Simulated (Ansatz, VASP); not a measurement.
## One calculation of O, two programs

```
CELL_PARAMETERS angstrom
0.00000 2.12151 3.36700
1.48814 0.00000 3.36700
1.48814 2.12151 0.00000
ATOMIC_POSITIONS crystal
O 0.08710 0.08710 0.91290
O 0.91290 0.91290 0.08710
```

Change from the starting cell: volume scaled by 1.02, PAW files.

Alike in both runs: task electric field gradients; functional PBE; k mesh 12 × 12 × 12; occupations fermi-dirac, width 0.01 eV; no spin polarisation.

|  | VASP | Ansatz |
| --- | --- | --- |
| version | VASP 6.6.1 | Ansatz 0.2.0 |
| potentials or method | VASP PAW PBE potentials, release 64 (O) | PAW with Ansatz's default frozen-core files, scalar-relativistic |
| plane-wave cutoff (eV) | 520 | 420 |
| valence electrons in the cell | 12 | 12 |

|  | VASP | Ansatz | Ansatz less VASP |
| --- | --- | --- | --- |
| pressure (GPa) | 14.8 | 10.0 | -4.83 |
| traceless stress, the component that is largest in VASP (GPa) | 37.96 | 27.42 | -10.539 |
| rms of the force components (eV/Å) | 2.834 | 1.782 | -1.0525 |
| size of Vzz on the site where it differs most (V/Å²) | 115.8 | 114.9 | -0.93 |

Atom by atom the forces differ by 1.052 eV/Å (rms over components).

Noted on VASP's run: the standard files for N, O and F lose accuracy on very short bonds; spin is off for a triplet molecule.
